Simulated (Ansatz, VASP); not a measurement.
TePb in VASP and in Ansatz

File INCAR:

```
PREC = Accurate
ENCUT = 520
EDIFF = 1E-7
ISMEAR = 0
SIGMA = 0.05
LREAL = False
LASPH = True
NELM = 80
ALGO = Normal
ISIF = 2
LWAVE = False
LCHARG = True
GGA = PS
LELF = True
LVHAR = True
NBANDS = 17
```

Contents of KPOINTS:

```
regular mesh
0
Gamma
  10 10 10
```

File POSCAR:

```
TePb
1.0
    0.0000000000      3.2637171780      3.2637171780
    3.2637171780      0.0000000000      3.2637171780
    3.2637171780      3.2637171780      0.0000000000
Te Pb
1 1
Direct
    0.5000000000      0.5000000000      0.5000000000
    0.0000000000      0.0000000000      0.0000000000
```

Input for Ansatz:

```yaml
crystal:
  lattice:
    - [0.0, 3.263717178, 3.263717178]
    - [3.263717178, 0.0, 3.263717178]
    - [3.263717178, 3.263717178, 0.0]
  atoms:
    - { symbol: Te, position: [0.5, 0.5, 0.5] }
    - { symbol: Pb, position: [0.0, 0.0, 0.0] }
basis:
  ecutwfc: 420
  ecutrho_ratio: 4
kpoints:
  mp_grid: { grid: [10, 10, 10] }
hamiltonian:
  xc: pbesol
scf:
  occupations: { method: gaussian, width: 0.05 }
output:
  forces: true
  stress: true
  eigenvalues: true
```

Alike in both runs: task single point; functional PBEsol; k mesh 10 × 10 × 10; occupations gaussian, width 0.05 eV; no spin polarisation.

```csv
,VASP,Ansatz
version,VASP 6.6.1,Ansatz 0.2.0
potentials or method,"VASP PAW PBE potentials, release 64 (Te, Pb_d), cutoff 520 eV","scalar-relativistic, plane waves, PAW"
valence electrons in the cell,20,30
```

|  | VASP | Ansatz | Ansatz less VASP |
| --- | --- | --- | --- |
| gap on the k mesh at the Fermi level (eV) | 0.73 | 0.73 | -0.003 |
| least direct gap on the mesh (eV) | 0.73 | 0.73 | -0.003 |
| pressure (GPa) | -1.6 | -1.6 | +0.02 |

VASP's potentials were made for PBE, not for PBEsol. With one functional, cell and mesh, what is left measures potentials, basis and numerics. VASP's potentials hold 20 valence electrons a cell and Ansatz's 30, so a difference there can come from the potentials and not from the codes.

Spin-orbit coupling is off throughout.
